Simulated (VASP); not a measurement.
A run of VASP 6.6.1 is set up as follows.

INCAR

```
PREC = Accurate
ENCUT = 520
EDIFF = 1E-6
ISMEAR = 1
SIGMA = 0.1
LREAL = F
LASPH = T
NELM = 60
ALGO = Normal
ISIF = 2
LWAVE = F
LCHARG = F
GGA = CA
NBANDS = 30
```

KPOINTS

```
regular mesh
0
Gamma
  6 6 6
```

File POSCAR:

```
AgAu3
1.0
    4.0334933882      0.0000000000      0.0000000000
    0.0000000000      4.0334933882      0.0000000000
    0.0000000000      0.0000000000      4.0334933882
Au Ag
3 1
Direct
    0.0000000000      0.0000000000      0.0000000000
    0.0000000000      0.5000000000      0.5000000000
    0.5000000000      0.0000000000      0.5000000000
    0.5000000000      0.5000000000      0.0000000000
```

Potentials or basis: VASP PAW LDA potentials, release 64 (Au, Ag).

The run is started by

```bash
$ cat potpaw_LDA.64/Au/POTCAR potpaw_LDA.64/Ag/POTCAR > POTCAR
$ mpirun -np 1 vasp_std > vasp.out
```

(1) Predict the pressure.

(2) Estimate the band gap on the k mesh.

Results:

(1) 0.4 GPa.

(2) zero (band 22 reaches 10.74 eV, above the bottom of band 23 at 8.65 eV).

Caveat: spin-orbit coupling is left out, which moves the levels of the heavy elements.
